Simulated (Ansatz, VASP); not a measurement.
# CaTi2N2 in VASP and in Ansatz

```
Ca Ti N
1.0
     3.11220    0.00000    0.00000
    -1.55610    2.69524    0.00000
     0.00000    0.00000    7.95952
Ca Ti N
1 2 2
Direct
  0.33333 0.66667 0.63566
  0.00000 0.00000 0.01745
  0.66667 0.33333 0.30539
  0.33333 0.66667 0.15071
  0.00000 0.00000 0.45078
```

Alike in both runs: task relaxation of cell and atoms; functional PBE; k mesh 12 × 12 × 4; occupations gaussian, width 0.1 eV; no spin polarisation.

|  | VASP | Ansatz |
| --- | --- | --- |
| version | VASP 6.6.1 | Ansatz 0.2.0 |
| potentials or method | VASP PAW PBE potentials, release 64 (Ca_sv, Ti_sv, N), cutoff 600 eV | scalar-relativistic, plane waves, PAW |
| valence electrons in the cell | 44 | 44 |

```csv
,VASP,Ansatz,Ansatz less VASP
"gap on the k mesh at the Fermi level, each at its own relaxed structure (eV)",none,none,-
relaxed volume (Å³/atom),13.37,13.35,-0.025
relaxed length of the cell vector where the two differ most in proportion (Å),3.114,3.112,-0.0021
```

A gap of «none» marks a metal or a gap that the smearing closes.
